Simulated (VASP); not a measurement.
The system is NaF.

```
Na F
1.0
     0.00000    2.28568    2.28568
     2.28568    0.00000    2.28568
     2.28568    2.28568    0.00000
Na F
1 1
Direct
  0.00000 0.00000 0.00000
  0.50000 0.50000 0.50000
```

This cell differs from its parent crystal: strain -0.5%.

Program: VASP 6.6.1. Alike in all runs: task single point; potentials or basis VASP PAW PBE potentials, release 64 (Na_pv, F); no spin polarisation; cell as given; cutoff (eV) 520.

Problem. Order these runs on this cell by their band gap on the k mesh, lowest first.
A. level PBE; k mesh 10 × 10 × 10; smearing fermi-dirac 0.02 eV
B. level r2SCAN; k mesh 10 × 10 × 10; smearing gaussian 0.01 eV
C. level HSE06; k mesh 6 × 6 × 6; smearing gaussian 0.01 eV; grid for exact exchange (PRECFOCK) Normal; screening parameter 0.2079 1/Å

Solution. A (6.53 eV), B (7.41 eV), C (8.70 eV).

A k mesh can miss the band edges.
